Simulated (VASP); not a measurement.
BAs: vibrations by perturbation theory with PBE

BAs:

```xyz
2
Lattice="0.0000 2.4046 2.4046 2.4046 0.0000 2.4046 2.4046 2.4046 0.0000" Properties=species:S:1:pos:R:3 pbc="T T T"
B     0.0000    0.0000    0.0000
As    1.2023    1.2023    1.2023
```

* Program: VASP 6.6.1
* Task: vibrations by perturbation theory
* Functional: PBE
* Potentials or basis: VASP PAW PBE potentials, release 64 (B, As)
* Cutoff: 520 eV
* k mesh: 12 × 12 × 12
* Occupations: gaussian, width 0.01 eV
* Spin: no spin polarisation
* Dipole correction: no
* Further INCAR settings: ALGO = Normal; EDIFF = 1e-08; IBRION = 8; NSW = 1

The electronic dielectric tensor (diagonal) is 9.88 and the born charges (mean of the diagonal) is B -0.47; As +0.47 e. The highest phonon frequency at Γ, LO-TO splitting left out is 682 cm⁻¹.

Phonon frequencies in cm⁻¹ (negative: imaginary):
```csv
q point,frequencies
"(0.000, 0.000, 0.000)",0 0 0 682 682 682
```

Electronic dielectric tensor:
```
9.88 0.00 0.00
0.00 9.88 0.00
0.00 0.00 9.88
```

Born effective charge tensors (e):
atom 1, B
```
-0.47  0.00  0.00
 0.00 -0.47  0.00
 0.00  0.00 -0.47
```
atom 2, As
```
0.47 0.00 0.00
0.00 0.47 0.00
0.00 0.00 0.47
```

It took 19 min on 1 thread of Intel Xeon 8259CL, with other jobs on the host, peak memory 0.31 GiB.
